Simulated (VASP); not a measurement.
Set up this calculation in VASP 6.6.1, as the native input.

```
Task                   : single point
Functional             : PBE
Dispersion             : D3(BJ)
Potentials or basis    : VASP PAW PBE potentials, release 64 (Mg, S)
Cutoff                 : 600 eV
k mesh                 : 4 × 4 × 4
Occupations            : fermi-dirac, width 0.11 eV
Spin                   : no spin polarisation
Hubbard terms          : S p U = 2.9 eV
Dipole correction      : no
Further INCAR settings : ALGO = Normal; EDIFF = 1e-06; NBANDS = 11
```

The structure of MgS lies in POSCAR:

```
MgS
1.0
    0.0000000000      2.8331200468      2.8331200468
    2.8331200468      0.0000000000      2.8331200468
    2.8331200468      2.8331200468      0.0000000000
Mg S
1 1
Direct
    0.0000000000      0.0000000000      0.0000000000
    0.7500000000      0.7500000000      0.7500000000
```

These files were run (other wordings do the same):

INCAR

```
PREC     = Accurate       # precision mode
ENCUT    = 600            # plane-wave cutoff, eV
EDIFF    = 1E-6           # SCF threshold, eV
ISMEAR   = -1             # smearing method
SIGMA    = 0.11           # smearing width, eV
LREAL    = F              # projectors in reciprocal space
LASPH    = T              # aspherical terms in the spheres
NELM     = 200            # most SCF steps
ALGO     = Normal         # electronic algorithm
ISIF     = 2              # what is computed and relaxed
LWAVE    = F              # write WAVECAR
LCHARG   = T              # write CHGCAR
LDAU     = T              # DFT+U
LDAUTYPE = 2            
LDAUL    = -1 1           # shell
LDAUU    = 0 2.9          # U, eV
LDAUJ    = 0 0          
LDAUPRINT= 1            
GGA      = PE             # functional
IVDW     = 12             # dispersion correction
LELF     = T              # ELF
LVHAR    = T            
NBANDS   = 11             # bands
GGA_COMPAT= F
```

KPOINTS

```
Automatic mesh
0
Gamma
  4 4 4
```

Potentials or basis: VASP PAW PBE potentials, release 64 (Mg, S).

Command:

```bash
$ cat potpaw_PBE.64/Mg/POTCAR potpaw_PBE.64/S/POTCAR > POTCAR
$ mpirun -np 1 vasp_std > vasp.out
```

Results of the run:

```yaml
Pressure: -0.8 GPa
Band_gap_on_the_k_mesh: 3.36 eV
Dispersion_energy_per_atom: -0.270 eV
```

Caveat: the k points lie up to 0.48 Å⁻¹ apart.

It took 5.9 s on 1 thread of AMD EPYC 7R13 Processor (Zen 3) (shared host), peak memory 0.15 GiB.
